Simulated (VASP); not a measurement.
Runs of VASP 6.6.1 on Y2Ga. The structure is that of space group Pn-3m (No. 224), or close to it. The cells are those of the table. 

```csv
task,cell,k mesh,gap on the mesh (eV),pressure (GPa),relaxed volume (Å³/atom)
relaxation of cell and atoms,"relaxed from a = 6.132 Å, 6 atoms",6 × 6 × 6,none,0.0,38.86
single point,"a = 6.154 Å, 6 atoms",6 × 6 × 6,none,0.0,-
single point,"a = 6.132 Å, 6 atoms",4 × 4 × 4,none,(a),-
relaxation of cell and atoms,"relaxed from a = 5.434 Å, 6 atoms",4 × 4 × 4,none,-0.1,38.85
single point,"a = 5.434 Å, 6 atoms",4 × 4 × 4,none,24.9,-
```

Alike in all rows: level PBE; potentials or basis VASP PAW PBE potentials, release 64 (Y_sv, Ga_d); no spin polarisation; cutoff (eV) 500; smearing gaussian 0.1 eV.

Problem. Fill in the values left out.

Solution. (a) 0.4.

Caveats: the volume moved by over 15 % at a fixed basis, so the end points are rough (at least some runs); the cell stands under pressure (at least some runs).

A k mesh can miss the band edges, and the runs leave out spin-orbit coupling on Ga, Y.

A gap of «none» marks levels without a gap at the run's occupations.
